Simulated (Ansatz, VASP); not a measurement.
## Ga in VASP and in Ansatz

```
CELL_PARAMETERS angstrom
1.47175 -4.12598 0.00000
1.47175 4.12598 0.00000
0.00000 0.00000 3.17000
ATOMIC_POSITIONS crystal
Ga 0.86700 0.13300 0.25000
Ga 0.13300 0.86700 0.75000
```

Change from the starting cell: strain +0.0150 x Voigt [1, 1, 0, 0, 0, 0], atoms carried along.

Alike in both runs: task single point; functional r2SCAN; k mesh 18 × 18 × 16; occupations gaussian, width 0.15 eV; no spin polarisation.

|  | VASP | Ansatz |
| --- | --- | --- |
| version | VASP 6.6.1 | Ansatz 0.2.0 |
| potentials or method | VASP PAW PBE potentials, release 64 (Ga_d), cutoff 520 eV | scalar-relativistic, plane waves, PAW |
| valence electrons in the cell | 26 | 26 |

```csv
,VASP,Ansatz,Ansatz less VASP
gap on the k mesh at the Fermi level (eV),none,none,-
pressure (GPa),-2.8,-2.8,-0.07
"traceless stress, the component that is largest in VASP (GPa)",2.06,2.09,+0.031
rms of the force components (eV/Å),0.130,0.132,+0.0022
```

VASP's potentials were made for PBE, not for r2SCAN. Atom by atom the forces differ by 0.002 eV/Å (rms over components). A gap of «none» marks a metal or a gap that the smearing closes.
